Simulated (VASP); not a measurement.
## Ba: single point with PBE

Ba:

```xyz
1
Lattice="0.0080 3.2818 3.3120 3.3604 -0.0070 3.3270 3.3463 3.2827 0.0072" Properties=species:S:1:pos:R:3 pbc="T T T"
Ba    0.0000    0.0000    0.0000
```

This cell differs from its parent crystal: the cell strained at random.

| Item | Value |
| --- | --- |
| Program | VASP 6.6.1 |
| Task | single point |
| Functional | PBE |
| Potentials or basis | VASP PAW PBE potentials, release 64 (Ba_sv) |
| Cutoff | 520 eV |
| k mesh | 10 × 10 × 10 |
| Occupations | gaussian, width 0.1 eV |
| Spin | no spin polarisation |

```
Pressure               : -0.9 GPa
Band gap on the k mesh : zero (bands 5 and 6 overlap by 0.12 eV)
```

Stress tensor (GPa, compression positive):
```
-0.88  0.02 -0.05
 0.02 -0.84  0.02
-0.05  0.02 -0.85
```

Levels at points of the mesh, in eV from the Fermi level:
```csv
k point,band 2,band 3,band 4,band 5,band 6,band 7,band 8,band 9
"(0.00, 0.00, 0.00)",-14.22,-14.21,-14.21,-2.72,1.53,1.60,1.64,2.84
"(0.50, 0.00, 0.00)",-14.50,-14.26,-14.25,-0.92,0.68,1.40,1.53,3.87
"(0.00, 0.50, 0.00)",-14.49,-14.25,-14.25,-0.94,0.65,1.44,1.52,3.85
"(0.50, 0.50, 0.00)",-14.48,-14.32,-14.31,-0.69,-0.08,1.54,3.89,4.13
"(0.00, 0.00, 0.50)",-14.50,-14.26,-14.25,-0.92,0.68,1.40,1.54,3.88
"(0.50, 0.00, 0.50)",-14.48,-14.33,-14.32,-0.68,-0.10,1.61,3.89,4.16
"(0.00, 0.50, 0.50)",-14.48,-14.31,-14.31,-0.71,-0.07,1.47,3.90,4.16
"(0.50, 0.50, 0.50)",-14.49,-14.26,-14.25,-0.93,0.67,1.44,1.50,3.84
```

Run time: 2.1 min on 1 thread of Intel(R) Xeon(R) 6975P-C (Granite Rapids), with other jobs on the host, peak memory 0.52 GiB.

Caveat: the cell differs from its parent crystal (the cell strained at random); spin-orbit coupling is left out, which moves the levels of the heavy elements.
